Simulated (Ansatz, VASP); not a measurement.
## Two plane-wave programs on Be2CdO3

```xyz
6
Lattice="2.8258 0.0000 0.0000 0.0000 2.8258 0.0000 0.0000 0.0000 9.4460" Properties=species:S:1:pos:R:3 pbc="T T T"
Be    1.4129    1.4129    8.0042
Be    1.4129    1.4129    1.4418
Cd    1.4129    1.4129    4.7230
O     0.0000    0.0000    0.0000
O     0.0000    0.0000    6.7497
O     0.0000    0.0000    2.6963
```

Change from the starting cell: species swapped into the MgSc3Ru2 type (P4/mmm, No. 123).

Alike in both runs: task single point; functional PBE; k mesh 6 × 6 × 2; occupations gaussian, width 0.1 eV; no spin polarisation.

|  | VASP | Ansatz |
| --- | --- | --- |
| version | VASP 6.6.1 | Ansatz 0.2.0 |
| potentials or method | VASP PAW PBE potentials, release 64 (Be, Cd, O), cutoff 520 eV | scalar-relativistic, plane waves, PAW |
| valence electrons in the cell | 34 | 42 |

|  | VASP | Ansatz | Ansatz less VASP |
| --- | --- | --- | --- |
| gap on the k mesh at the Fermi level (eV) | none | none | - |
| pressure (GPa) | -27.4 | -27.5 | -0.08 |
| traceless stress, the component that is largest in VASP (GPa) | -9.23 | -9.20 | +0.028 |
| rms of the force components (eV/Å) | 0.252 | 0.246 | -0.0054 |

Atom by atom the forces differ by 0.007 eV/Å (rms over components). A gap of «none» marks a metal or a gap that the smearing closes. VASP's potentials hold 34 valence electrons a cell and Ansatz's 42, so a difference there can come from the potentials and not from the codes.

The k mesh is coarse, so the values compare programs but aren't converged.
